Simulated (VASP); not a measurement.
A run of VASP 6.6.1 is set up as follows.

The input INCAR:

```
ALGO     = Normal         # electronic algorithm
EDIFF    = 1E-6           # SCF threshold, eV
ENCUT    = 520            # plane-wave cutoff, eV
GGA      = PE             # functional
ISIF     = 2              # what is computed and relaxed
ISMEAR   = 0              # smearing method
LASPH    = True           # aspherical terms in the spheres
LCHARG   = True           # write CHGCAR
LELF     = True           # ELF
LREAL    = False          # projectors in reciprocal space
LVHAR    = True         
LWAVE    = False          # write WAVECAR
NBANDS   = 22             # bands
NELM     = 80             # most SCF steps
PREC     = Accurate       # precision mode
SIGMA    = 0.1            # smearing width, eV
```

The input KPOINTS:

```
k-points
0
Gamma
  14 14 14
```

Contents of POSCAR:

```
Ga2N
1.0
    0.0000000000      2.8803517733      2.8803517733
    2.8803517733      0.0000000000      2.8803517733
    2.8803517733      2.8803517733      0.0000000000
Ga N
2 1
Direct
    0.5000000000      0.5000000000      0.5000000000
    0.2500000000      0.2500000000      0.2500000000
    0.0000000000      0.0000000000      0.0000000000
```

Potentials or basis: VASP PAW PBE potentials, release 64 (Ga_d, N).

Run with:

```bash
$ cat potpaw_PBE.64/Ga_d/POTCAR potpaw_PBE.64/N/POTCAR > POTCAR
$ mpirun -np 1 vasp_std > vasp.out
```

(1) Predict the pressure.

## Answers

(1) 0.2 GPa.
